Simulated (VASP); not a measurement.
A run of VASP 6.6.1:

INCAR

```
AGGAC = 1.0
AGGAX = 1.0
ALDAC = 0.0
ALDAX = 1.0
ALGO = Normal
EDIFF = 1E-6
ENCUT = 520
GGA = B5
ISIF = 2
ISMEAR = -1
IVDW = 12
LASPH = T
LCHARG = F
LREAL = F
LWAVE = F
NBANDS = 11
NELM = 60
PREC = Accurate
SIGMA = 0.1
VDW_A1 = 0.4298
VDW_A2 = 4.2359
VDW_S6 = 1.0
VDW_S8 = 2.6996
```

KPOINTS

```
k-points
0
Gamma
  6 6 6
```

File POSCAR:

```
Ba
1.0
    3.8096419453      0.0000000000      0.0000000000
    0.0000000000      3.8096419453      0.0000000000
    0.0000000000      0.0000000000      3.8096419453
Ba
1
Direct
    0.0000000000      0.0000000000      0.0000000000
```

Potentials or basis: VASP PAW PBE potentials, release 64 (Ba_sv).

Command:

```bash
$ cat potpaw_PBE.64/Ba_sv/POTCAR > POTCAR
$ mpirun -np 1 vasp_std > vasp.out
```

Hardware: 1 thread of Intel(R) Xeon(R) Platinum 8488C (Sapphire Rapids), on a shared host.

**Question.** How long does it take, and how much memory?

**Answer.** It took 20 s on 1 thread of Intel(R) Xeon(R) Platinum 8488C (Sapphire Rapids), with other jobs on the host, peak memory 0.16 GiB. Counts: scf iterations 11, k points 20.
